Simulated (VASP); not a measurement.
Crystal: CoO.

```
CELL_PARAMETERS angstrom
2.55800 0.00000 0.00000
0.00000 2.55800 0.00000
0.00000 0.00000 2.55800
ATOMIC_POSITIONS crystal
Co 0.00000 0.00000 0.00000
O 0.50000 0.50000 0.50000
```

| Quantity | Value |
| --- | --- |
| Program | VASP 6.6.1 |
| Task | relaxation of cell and atoms |
| Functional | PBE |
| Potentials or basis | VASP PAW PBE potentials, release 64 (Co, O) |
| Cutoff | 600 eV |
| k mesh | 8 × 8 × 8 |
| Occupations | gaussian, width 0.1 eV |
| Spin | collinear spin, ferromagnetic start |
| Starting moments | [2.83, 0.35] μB |
| Hubbard terms | Co d U = 3.32 eV |

At the start: pressure 21.4 GPa; volume 8.37 Å³/atom.

Problem. Where does the relaxation end?

Solution. Over 3 steps the energy falls by 52.0 meV/atom and the volume is 9.22 Å³/atom (+10.1 %); space group Pm-3m (No. 221, to 0.1 Å) before and after; moment 3.00 μB per cell.

The path:
| step | energy change (eV) | largest force (eV/Å) | pressure (GPa) | volume (Å³) |
| --- | --- | --- | --- | --- |
| 1 | 0.0000 | 0.0000 | 21.36 | 16.74 |
| 2 | -0.0669 | 0.0000 | -9.60 | 19.59 |
| 3 | -0.1040 | 0.0000 | -0.06 | 18.43 |

Final structure:
```cif
data_structure
_symmetry_space_group_name_H-M 'P 1'
_symmetry_Int_Tables_number 1
_cell_length_a 2.6416
_cell_length_b 2.6416
_cell_length_c 2.6416
_cell_angle_alpha 90.000
_cell_angle_beta 90.000
_cell_angle_gamma 90.000
_cell_volume 18.43
loop_
_atom_site_label
_atom_site_type_symbol
_atom_site_fract_x
_atom_site_fract_y
_atom_site_fract_z
_atom_site_occupancy
Co1 Co 0.00000 0.00000 0.00000 1
O1 O 0.50000 0.50000 0.50000 1
```

Caveat: a cell with one magnetic atom can't hold antiferromagnetic order, which such compounds often take.
